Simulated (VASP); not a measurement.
# GaSb (F-43m) in VASP: a series of runs

The runs below take GaSb through single point, with PBE.

Everything below comes from runs of VASP 6.6.1. Logs are shortened: lines on timing, memory, paths and dates and some standing lists are left out, and cuts for length are marked.

**1. The cell of the first run**

It takes space group F-43m (No. 216, cubic). The conventional cell has a = 6.118 Å, b = 6.118 Å, c = 6.118 Å, α = 90.00°, β = 90.00°, γ = 90.00°. Within 3.5 Å of Ga (site symmetry -43m) lie 4 Sb at 2.65 Å. Sb (site symmetry -43m) has 4 Ga at 2.65 Å within 3.5 Å.

**2. Single point, PBE**

INCAR

```
PREC     = Accurate       # precision mode
ENCUT    = 500            # plane-wave cutoff, eV
EDIFF    = 1E-6           # SCF threshold, eV
ISMEAR   = -1             # smearing method
SIGMA    = 0.05           # smearing width, eV
LREAL    = False          # projectors in reciprocal space
LASPH    = True           # aspherical terms in the spheres
NELM     = 120            # most SCF steps
ALGO     = Normal         # electronic algorithm
ISIF     = 2              # what is computed and relaxed
LWAVE    = False          # write WAVECAR
LCHARG   = False          # write CHGCAR
GGA      = PE             # functional
NBANDS   = 16             # bands
GGA_COMPAT= False
```

KPOINTS

```
Automatic mesh
0
Gamma
  2 2 2
```

POSCAR

```
GaSb
1.0
    0.0000000000      3.0590000000      3.0590000000
    3.0590000000      0.0000000000      3.0590000000
    3.0590000000      3.0590000000      0.0000000000
Ga Sb
1 1
Direct
    0.0000000000      0.0000000000      0.0000000000
    0.2500000000      0.2500000000      0.2500000000
```

Potentials or basis: VASP PAW PBE potentials, release 64 (Ga_d, Sb).

Run with:

```sh
> cat potpaw_PBE.64/Ga_d/POTCAR potpaw_PBE.64/Sb/POTCAR > POTCAR
> mpirun -np 1 vasp_std > vasp.out
```

OUTCAR:

```text
PREC = Accurate
   ENCUT = 500
   EDIFF = 1E-6
   ISMEAR = -1
   LREAL = False
   LASPH = True
   NELM = 120
   ISIF = 2
   GGA = PE

 ion  position               nearest neighbor table
   1  0.000  0.000  0.000-   2 2.65   2 2.65   2 2.65   2 2.65
   2  0.250  0.250  0.250-   1 2.65   1 2.65   1 2.65   1 2.65

  LATTYP: Found a face centered cubic cell.
 ALAT       =     6.1180000000

  Lattice vectors:

 A1 = (   0.0000000000,   3.0590000000,   3.0590000000)
 A2 = (   3.0590000000,   0.0000000000,   3.0590000000)
 A3 = (   3.0590000000,   3.0590000000,   0.0000000000)

Analysis of symmetry for initial positions (statically):
=====================================================================
 Subroutine PRICEL returns:
 Original cell was already a primitive cell.

 Routine SETGRP: Setting up the symmetry group for a
 face centered cubic supercell.

 Subroutine GETGRP returns: Found 24 space group operations
 (whereof 24 operations were pure point group operations)
 out of a pool of 48 trial point group operations.

The static configuration has the point symmetry T_d .

Analysis of symmetry for dynamics (positions and initial velocities):
=====================================================================
 Subroutine PRICEL returns:
 Original cell was already a primitive cell.

 Routine SETGRP: Setting up the symmetry group for a
 face centered cubic supercell.

 Subroutine GETGRP returns: Found 24 space group operations
 (whereof 24 operations were pure point group operations)
 out of a pool of 48 trial point group operations.

The dynamic configuration has the point symmetry T_d .

 Subroutine INISYM returns: Found 24 space group operations
 (whereof 24 operations are pure point group operations),
 and found     1 'primitive' translations

----------------------------------------------------------------------------------------

                                     Primitive cell

  volume of cell :      57.2491

  direct lattice vectors                    reciprocal lattice vectors
     0.000000000  3.059000000  3.059000000    -0.163452109  0.163452109  0.163452109
     3.059000000  0.000000000  3.059000000     0.163452109 -0.163452109  0.163452109
     3.059000000  3.059000000  0.000000000     0.163452109  0.163452109 -0.163452109

  length of vectors
     4.326079287  4.326079287  4.326079287     0.283107357  0.283107357  0.283107357

  position of ions in fractional coordinates (direct lattice)
     0.000000000  0.000000000  0.000000000
     0.250000000  0.250000000  0.250000000

  ion indices of the primitive-cell ions
   primitive index   ion index
                 1           1
                 2           2

----------------------------------------------------------------------------------------

 KPOINTS: Automatic mesh

Automatic generation of k-mesh.
 Grid dimensions read from file:
 generate k-points for:    2    2    2

 Generating k-lattice:

  Cartesian coordinates                     Fractional coordinates (reciprocal lattice)
    -0.081726054  0.081726054  0.081726054     0.500000000  0.000000000  0.000000000
     0.081726054 -0.081726054  0.081726054     0.000000000  0.500000000  0.000000000
     0.081726054  0.081726054 -0.081726054     0.000000000  0.000000000  0.500000000

  Length of vectors
     0.141553678  0.141553678  0.141553678

  Shift w.r.t. Gamma in fractional coordinates (k-lattice)
     0.000000000  0.000000000  0.000000000

 Subroutine IBZKPT returns following result:
 ===========================================

 Found      3 irreducible k-points:

 Following reciprocal coordinates:
            Coordinates               Weight
  0.000000  0.000000  0.000000      1.000000
  0.500000  0.000000  0.000000      4.000000
  0.500000  0.500000  0.000000      3.000000
   k-points           NKPTS =      3   k-points in BZ     NKDIM =      3   number of bands    NBANDS=     16
   number of dos      NEDOS =    301   number of ions     NIONS =      2
   total plane-waves  NPLWV =  32768
   dimension x,y,z NGX =    32 NGY =   32 NGZ =   32
   dimension x,y,z NGXF=    64 NGYF=   64 NGZF=   64
   ions per type =               1   1
   NGX,Y,Z   is equivalent  to a cutoff of  12.30, 12.30, 12.30 a.u.
   NGXF,Y,Z  is equivalent  to a cutoff of  24.59, 24.59, 24.59 a.u.
 SYSTEM =  unknown system
   PREC   = accura    normal or accurate (medium, high low for compatibility)
   ISTART =      0    job   : 0-new  1-cont  2-samecut
   ICHARG =      2    charge: 1-file 2-atom 10-const
   ISPIN  =      1    spin polarized calculation?
   LNONCOLLINEAR =      F non collinear calculations
   LSORBIT =      F    spin-orbit coupling
   LASPH  =      T    aspherical Exc in radial PAW
   ENCUT  =  500.0 eV  36.75 Ry    6.06 a.u.   7.89  7.89  7.89*2*pi/ulx,y,z
   NELM   =    120;   NELMIN=  2; NELMDL= -5     # of ELM steps
   EDIFF  = 0.1E-05   stopping-criterion for ELM
   LREAL  =      F    real-space projection
   EDIFFG = 0.1E-04   stopping-criterion for IOM
   NSW    =      0    number of steps for IOM
   IBRION =     -1    ionic relax: 0-MD 1-quasi-New 2-CG
   NFREE  =      0    steps in history (QN), initial steepest desc. (CG)
   ISIF   =      2    stress and relaxation
   ISYM   =      2    0-nonsym 1-usesym 2-fastsym
   POTIM  = 0.5000    time-step for ionic-motion
   TEBEG  =    0.0;   TEEND  =   0.0 temperature during run
   PSTRESS=    0.0 pullay stress
   NELECT =      18.0000    total number of electrons
   NUPDOWN=      -1.0000    fix difference up-down
   EMIN   =  10.00;   EMAX   =-10.00  energy-range for DOS
   EFERMI =   0.00;   METHOD = LEGACY
   ISMEAR =    -1;   SIGMA  =   0.05  broadening in eV -4-tet -1-fermi 0-gaus
   EFERMI_NEDOS =   21; number of points for ismear=-14 and -15
   IALGO  =     38    algorithm
   IMIX   =      4    mixing-type and parameters
     AMIX     =   0.40;   BMIX     =  1.00
     AMIX_MAG =   1.60;   BMIX_MAG =  1.00
  volume/ion in A,a.u.               =      28.62       193.17
  Fermi-wavevector in a.u.,A,eV,Ry     =   1.113208  2.103657 16.860766  1.239231
  Thomas-Fermi vector in A             =   2.249790
   LORBIT       =      0    0 simple, 1 ext, 2 COOP (PROOUT), +10 PAW based schemes
   GGA     = PE    functional components
   LHFCALC =     F    Hartree Fock is set to
   AEXX    =    0.0000 exact exchange contribution
   IVDW    =     0    specifies the selected vdW correction
   LEPSILON=     F    determine dielectric tensor
   LRPA    =     F    only Hartree local field effects (RPA)
 non-spin polarized calculation
  energy-cutoff  :      500.00
  volume of cell :       57.25
 maximum number of plane-waves:      1459
 NGX is ok and might be reduce to    32
   NGX = 15   NGY = 15   NGZ = 15

 number of electron      17.9999986 magnetization

 Free energy of the ion-electron system (eV)
  ---------------------------------------------------
  ext. energy  EPLUGINS =         0.00000000
  ---------------------------------------------------
  free energy    TOTEN  =        -4.97911804 eV

  energy without entropy =       -4.95017369  energy(sigma->0) =       -4.96464586

 E-fermi :   5.1918     XC(G=0):  -8.8864

 val. band max:        5.1552593851   @ k =   0.0000   0.0000   0.0000
 cond. band min:       5.4889390094   @ k =   0.5000   0.0000   0.0000
 fundamental gap:      0.3336796243
 Fermi energy:         5.1917767729

 k-point     1 :       0.0000    0.0000    0.0000
  band No.  band energies     occupation
      1     -10.0032      2.00000
      2     -10.0032      2.00000
      3     -10.0032      2.00000
      4      -9.9584      2.00000
      5      -9.9584      2.00000
      6      -6.3503      2.00000
      7       5.1309      1.54310
      8       5.1309      1.54310
      9       5.1309      1.54310
     10       5.1553      1.34976
     11       7.7774      0.00000
     12       7.7774      0.00000
     13       7.7774      0.00000
     14      11.0138      0.00000
     15      13.6100      0.00000
     16      13.6100      0.00000

 k-point     2 :       0.5000    0.0000    0.0000
  band No.  band energies     occupation
      1     -10.0287      2.00000
      2      -9.9929      2.00000
      3      -9.9929      2.00000
      4      -9.9578      2.00000
      5      -9.9578      2.00000
      6      -4.6981      2.00000
      7      -1.3023      2.00000
      8       3.9435      2.00000
      9       3.9435      2.00000
     10       5.4889      0.00523
     11       8.7630      0.00000
     12       8.7630      0.00000
     13      11.5897      0.00000
     14      14.5981      0.00000
     15      14.9550      0.00000
     16      14.9550      0.00000

 k-point     3 :       0.5000    0.5000    0.0000
  band No.  band energies     occupation
      1     -10.0456      2.00000
      2      -9.9786      2.00000
      3      -9.9786      2.00000
      4      -9.9704      2.00000
      5      -9.9542      2.00000
      6      -3.8318      2.00000
      7      -1.7740      2.00000
      8       2.5002      2.00000
      9       2.5002      2.00000
     10       5.9858      0.00000
     11       6.3027      0.00000
     12      13.7433      0.00000
     13      13.7433      0.00000
     14      15.2891      0.00000
     15      15.9143      0.00000
     16      16.4315      0.00000

------------------------ aborting loop because EDIFF is reached ----------------------------------------

  FORCE on cell =-STRESS in cart. coord.  units (eV):
  Direction    XX          YY          ZZ          XY          YZ          ZX
  --------------------------------------------------------------------------------------
  -------------------------------------------------------------------------------------
  Total        3.7242023      3.7242023      3.7242023     -0.0000000     -0.0000000      0.0000000
  in kB      104.2258451    104.2258451    104.2258451     -0.0000000     -0.0000000      0.0000000
  external PRESSURE =     104.2258451 kB  Pullay stress =       0.0000000 kB

 VOLUME and BASIS-vectors are now :
 -----------------------------------------------------------------------------
  energy-cutoff  :      500.00
  volume of cell :       57.25
      direct lattice vectors                 reciprocal lattice vectors
     0.000000000  3.059000000  3.059000000    -0.163452109  0.163452109  0.163452109
     3.059000000  0.000000000  3.059000000     0.163452109 -0.163452109  0.163452109
     3.059000000  3.059000000  0.000000000     0.163452109  0.163452109 -0.163452109

 POSITION                                       TOTAL-FORCE (eV/Angst)
 -----------------------------------------------------------------------------------
      0.00000      0.00000      0.00000         0.000000     -0.000000     -0.000000
      1.52950      1.52950      1.52950        -0.000000      0.000000      0.000000
 -----------------------------------------------------------------------------------
    total drift:                                0.000000      0.000000      0.000001

  FREE ENERGIE OF THE ION-ELECTRON SYSTEM (eV)
  ---------------------------------------------------
  free  energy   TOTEN  =        -4.9791180357 eV

  energy  without entropy=       -4.9501736889  energy(sigma->0) =       -4.96464586
```

Wall time 7.1 s (1 thread of AMD EPYC 7R43 (Zen 3), shared host); peak memory 0.13 GiB.

What came out:

| Quantity | Value |
| --- | --- |
| Free energy | -4.9791 eV |
| Pressure | 10.4 GPa |

Caveat: the k points lie up to 0.89 Å⁻¹ apart; spin-orbit coupling is left out, which moves the levels of the heavy elements.

**3. Single point, PBE**

INCAR

```
PREC = Accurate
ENCUT = 500
EDIFF = 1E-6
ISMEAR = -1
SIGMA = 0.05
LREAL = F
LASPH = T
NELM = 120
ALGO = Normal
ISIF = 2
LWAVE = F
LCHARG = F
GGA = PE
NBANDS = 16
GGA_COMPAT = F
```

KPOINTS

```
Automatic mesh
0
Gamma
  3 3 3
```

POSCAR is that of step 2.

Potentials or basis: VASP PAW PBE potentials, release 64 (Ga_d, Sb).

Run with:

```sh
> cat potpaw_PBE.64/Ga_d/POTCAR potpaw_PBE.64/Sb/POTCAR > POTCAR
> mpirun -np 1 vasp_std > vasp.out
```

It took 7 s on 1 thread of AMD EPYC 7R43 (Zen 3), shared host; peak memory 0.13 GiB.

Results (log left out):

* Free energy: -6.7531 eV
* Pressure: 4.3 GPa

Levels at points of the mesh, in eV from the Fermi level:
| k point | band 7 | band 8 | band 9 | band 10 | band 11 | band 12 |
| --- | --- | --- | --- | --- | --- | --- |
| (0.00, 0.00, 0.00) | -0.06 | -0.06 | -0.06 | -0.03 | 2.66 | 2.66 |

Caveat: the k points lie up to 0.59 Å⁻¹ apart; spin-orbit coupling is left out, which moves the levels of the heavy elements.

**4. Single point, PBE**

INCAR

```
SYSTEM = GaSb
PREC = Accurate
ENCUT = 500
EDIFF = 1E-6
ISMEAR = -1
SIGMA = 0.05
LREAL = .False.
LASPH = .True.
NELM = 120
ALGO = Normal
ISIF = 2
LWAVE = .False.
LCHARG = .False.
GGA = PE
NBANDS = 16
GGA_COMPAT = .False.
```

KPOINTS

```
regular mesh
0
Gamma
  6 6 6
  0 0 0
```

POSCAR is that of step 3.

Run with:

```sh
> cat potpaw_PBE.64/Ga_d/POTCAR potpaw_PBE.64/Sb/POTCAR > POTCAR
> mpirun -np 1 vasp_std > vasp.out
```

It took 15 s on 1 thread of AMD EPYC 7R43 (Zen 3), shared host; peak memory 0.13 GiB.

The run converged. Its results:

```
Free energy : -7.3218 eV
Pressure    : 2.5 GPa
```

Levels at points of the mesh, in eV from the Fermi level:
| k point | band 5 | band 6 | band 7 | band 8 | band 9 | band 10 | band 11 | band 12 | band 13 | band 14 |
| --- | --- | --- | --- | --- | --- | --- | --- | --- | --- | --- |
| (0.00, 0.00, 0.00) | -15.06 | -11.54 | -0.06 | -0.06 | -0.06 | -0.03 | 2.71 | 2.71 | 2.71 | 5.74 |
| (0.50, 0.00, 0.00) | -15.06 | -9.92 | -6.43 | -1.22 | -1.22 | 0.34 | 3.68 | 3.68 | 6.40 | 9.30 |
| (0.50, 0.50, 0.00) | -15.05 | -9.08 | -6.88 | -2.64 | -2.64 | 0.84 | 1.18 | 8.62 | 8.62 | 10.00 |

Caveat: spin-orbit coupling is left out, which moves the levels of the heavy elements.

**5. The runs side by side**

| k mesh | pressure (GPa) |
| --- | --- |
| 2 × 2 × 2 | 10.4 |
| 3 × 3 × 3 | 4.3 |
| 6 × 6 × 6 | 2.5 |

Alike in all rows: task single point; level PBE; potentials or basis VASP PAW PBE potentials, release 64 (Ga_d, Sb); no spin polarisation; cell as given; cutoff (eV) 500; smearing fermi-dirac 0.05 eV.

Caveats: some runs use coarse meshes; spin-orbit coupling is left out, which moves the levels of the heavy elements.

Total energies depend on the potentials used, so only differences within one code and one set of settings carry meaning.
